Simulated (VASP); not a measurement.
Runs of VASP 6.6.1 on PtSe2 (Sudovikovite). The structure is that of space group P-3m1 (No. 164), or close to it. The cells are those of the table. 

| cell | gap on the mesh (eV) | pressure (GPa) | largest force (eV/Å) |
| --- | --- | --- | --- |
| a = 3.648, b = 3.648, c = 4.959 Å, angles 90.0, 90.0, 120.0°, 3 atoms | none | 17.8 | (c) |
| a = 3.797, b = 3.797, c = 5.161 Å, angles 90.0, 90.0, 120.0°, 3 atoms | none | -0.2 | 0.10 |
| a = 3.699, b = 3.699, c = 5.028 Å, angles 90.0, 90.0, 120.0°, 3 atoms | none | 10.4 | 0.85 |
| a = 3.773, b = 3.773, c = 5.129 Å, angles 90.0, 90.0, 120.0°, 3 atoms | none | (a) | 0.11 |
| a = 3.749, b = 3.749, c = 5.096 Å, angles 90.0, 90.0, 120.0°, 3 atoms | none | 4.5 | (b) |
| a = 3.674, b = 3.674, c = 4.994 Å, angles 90.0, 90.0, 120.0°, 3 atoms | none | 13.9 | 1.14 |
| a = 3.724, b = 3.724, c = 5.062 Å, angles 90.0, 90.0, 120.0°, 3 atoms | none | 7.3 | 0.58 |

Alike in all rows: task single point; level PBE; potentials or basis VASP PAW PBE potentials, release 64 (Pt, Se); no spin polarisation; k mesh 9 × 9 × 6; cutoff (eV) 500; smearing fermi-dirac 0.05 eV.

Q: Fill in the values left out.

A: (a) 2.1; (b) 0.33; (c) 1.46.

Caveats: spin-orbit coupling is left out, which moves the levels of the heavy elements; forces of over 1 eV/Å act on the atoms, so gaps and moduli don't describe the material at rest (some runs).

A k mesh can miss the band edges, and the runs leave out spin-orbit coupling on Pt, Se.

A gap of «none» marks levels without a gap at the run's occupations.
